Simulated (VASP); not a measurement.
A run of VASP 6.6.1 is set up as follows.

INCAR

```
SYSTEM = Ba
ALGO = Normal
DIPOL = 0.5 0.5 0.294
EDIFF = 1E-6
ENCUT = 400
GGA = PE
GGA_COMPAT = .False.
IDIPOL = 3
ISIF = 2
ISMEAR = 0
ISYM = 0
LASPH = .True.
LCHARG = .False.
LDIPOL = .True.
LREAL = .False.
LWAVE = .False.
NBANDS = 22
NELM = 120
NELMDL = -8
PREC = Accurate
SIGMA = 0.1
```

Contents of KPOINTS:

```
Automatic mesh
0
Gamma
  6 6 1
  0.5 0.5 0
```

File POSCAR:

```
Ba
1.0
    8.5039465381      0.0000000000      0.0000000000
   -4.2519732691      7.3646337344      0.0000000000
    0.0000000000      0.0000000000     23.8000000000
Ba
3
Direct
    0.0000000000      0.5000000000      0.2941176471
    0.5000000000      0.0000000000      0.2941176471
    0.5000000000      0.5000000000      0.2941176471
```

Potentials or basis: VASP PAW PBE potentials, release 64 (Ba_sv).

Command:

```bash
$ cat potpaw_PBE.64/Ba_sv/POTCAR > POTCAR
$ mpirun -np 1 vasp_std > vasp.out
```

(1) Predict the band gap on the k mesh.

Answers

(1) zero (bands 15 and 16 overlap by 0.27 eV).

Caveat: spin-orbit coupling is left out, which moves the levels of the heavy elements.
